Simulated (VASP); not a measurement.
## C: relaxation of the atoms with PBEsol

C:

```xyz
4
Lattice="2.4996 0.0000 0.0000 -1.2498 2.1647 0.0000 0.0000 0.0000 4.1190" Properties=species:S:1:pos:R:3 pbc="T T T"
C     0.0000    1.4431    0.0004
C     1.2498    0.7216    2.0599
C     0.0000    1.4431    1.5401
C     1.2498    0.7216    3.5996
```

This cell differs from its parent crystal: strained cell.

```
Program                : VASP 6.6.1
Task                   : relaxation of the atoms
Functional             : PBEsol
Potentials or basis    : VASP PAW PBE potentials, release 64 (C)
Cutoff                 : 520 eV
k mesh                 : 9 × 9 × 6
Occupations            : gaussian, width 0.02 eV
Spin                   : no spin polarisation
Dipole correction      : no
Further INCAR settings : ALGO = Normal; EDIFF = 1e-06; IBRION = 2; EDIFFG = -0.002; NSW = 60
```

* Energy gained by relaxing: 0.1 meV/atom
* Ionic steps: 3
* Pressure after relaxing: 5.6 GPa
* Band gap on the k mesh: 3.03 eV, indirect (least direct gap 4.81 eV)

Stress tensor (GPa, compression positive):
```
 0.93  0.00  0.00
 0.00  0.93  0.00
 0.00  0.00 15.03
```

Step by step:
```
step  energy change (eV)  largest force (eV/Å)  pressure (GPa)
   1              0.0000                0.1102            5.61
   2              0.0020                0.2924            5.72
   3             -0.0003                0.0003            5.63
```

Final structure:
```
C
1.0
     2.49958    0.00000    0.00000
    -1.24979    2.16470    0.00000
     0.00000    0.00000    4.11898
C
4
Direct
  0.33333 0.66667 0.99974
  0.66667 0.33333 0.49974
  0.33333 0.66667 0.37426
  0.66667 0.33333 0.87426
```

Levels at points of the mesh, in eV from the valence-band top:
```tsv
k point	band 4	band 5	band 6	band 7	band 8	band 9	band 10	band 11	band 12
(0.00, 0.00, 0.00)	-3.27	-3.27	-0.51	0.00	0.00	4.81	4.81	5.60	8.06
(0.00, 0.00, 0.50)	-7.07	-1.97	-1.97	-1.97	-1.97	7.19	7.19	7.19	7.19
```

Wall time 41 s on 1 thread of AMD EPYC 7R13, with other jobs on the host, peak memory 0.1 GiB.

Caveat: the cell differs from its parent crystal (strained cell); the PAW data sets were made with another functional, which shifts forces and pressure a little. A k mesh can miss the band edges.
